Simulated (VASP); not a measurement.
Runs of VASP 6.6.1 on HgTe. The structure is that of space group Fm-3m (No. 225), or close to it. The cells are those of the table. 

```tsv
task	cell	cutoff (eV)	gap on the mesh (eV)	pressure (GPa)
single point	a = 4.213 Å, angles 60.0°, 2 atoms	500	none	-0.1
electric field gradients	a = 4.048 Å, angles 60.0°, 2 atoms	400	none	10.7
electric field gradients	a = 4.145 Å, angles 60.0°, 2 atoms	400	none	3.5
single point	a = 4.159 Å, angles 60.0°, 2 atoms	500	none	2.7
single point	a = 4.111, b = 4.111, c = 4.132 Å, angles 59.8, 59.8, 60.3°, 2 atoms	500	none	(c)
electric field gradients	a = 4.132 Å, angles 60.0°, 2 atoms	400	none	4.4
electric field gradients	a = 4.047 Å, angles 60.0°, 2 atoms	400	none	(a)
single point	a = 4.104 Å, angles 60.0°, 2 atoms	500	none	6.3
single point	a = 4.070, b = 4.070, c = 4.132 Å, angles 59.5, 59.5, 61.0°, 2 atoms	500	none	(b)
electric field gradients	a = 4.104 Å, angles 60.0°, 2 atoms	400	none	6.3
single point	a = 4.173, b = 4.173, c = 4.132 Å, angles 60.3, 60.3, 59.3°, 2 atoms	500	none	2.8
electric field gradients	a = 4.076 Å, angles 60.0°, 2 atoms	400	none	8.4
```

Alike in all rows: level LDA; potentials or basis VASP PAW LDA potentials, release 64 (Hg, Te); no spin polarisation; k mesh 10 × 10 × 10; smearing fermi-dirac 0.08 eV.

Task: Fill in the values left out.

Result: (a) 10.8; (b) 7.5; (c) 5.3.

Caveats: spin-orbit coupling is left out, which moves the levels of the heavy elements; the cell stands under pressure (at least some runs).

A k mesh can miss the band edges, and the runs leave out spin-orbit coupling on Hg, Te.

A gap of «none» marks levels without a gap at the run's occupations.
